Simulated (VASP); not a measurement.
Wanted: the native input for a VASP 6.6.1 run.

* Task: single point
* Functional: LDA
* Potentials or basis: VASP PAW LDA potentials, release 64 (As_d)
* Cutoff: 510 eV
* k mesh: 9 × 9 × 9
* Occupations: fermi-dirac, width 0.05 eV
* Spin: no spin polarisation
* Dipole correction: no
* Further INCAR settings: ALGO = Normal; EDIFF = 1e-06; NBANDS = 22

The structure of As lies in POSCAR:

```
As
1.0
    1.9176846343      1.1071757398      3.5829826684
   -1.9176846343      1.1071757398      3.5829826684
    0.0000000000     -2.2143514796      3.5829826684
As
2
Direct
    0.2260000000      0.2260000000      0.2260000000
    0.7740000000      0.7740000000      0.7740000000
```

These files were run (other wordings do the same):

INCAR

```
SYSTEM = As
ALGO     = Normal         ! electronic algorithm
EDIFF    = 1E-6           ! SCF threshold, eV
ENCUT    = 510            ! plane-wave cutoff, eV
GGA      = CA             ! functional
GGA_COMPAT= .False.      
ISIF     = 2              ! what is computed and relaxed
ISMEAR   = -1             ! smearing method
LASPH    = .True.         ! aspherical terms in the spheres
LCHARG   = .False.        ! write CHGCAR
LREAL    = .False.        ! projectors in reciprocal space
LWAVE    = .False.        ! write WAVECAR
NBANDS   = 22             ! bands
NELM     = 120            ! most SCF steps
PREC     = Accurate       ! precision mode
SIGMA    = 0.05           ! smearing width, eV
```

KPOINTS

```
k-points
0
Gamma
  9 9 9
  0 0 0
```

Potentials or basis: VASP PAW LDA potentials, release 64 (As_d).

Launch:

```console
$ cat potpaw_LDA.64/As_d/POTCAR > POTCAR
$ mpirun -np 1 vasp_std > vasp.out
```

Results of the run:

```yaml
Pressure: -4.9 GPa
Largest_force: 0.066 eV/Å
Band_gap_on_the_k_mesh: zero (bands 15 and 16 overlap by 0.08 eV)
```

Caveat: the cell stands under tension.

It took 30 s on 1 thread of Intel(R) Xeon(R) Platinum 8488C (Sapphire Rapids) (shared host), peak memory 0.19 GiB.
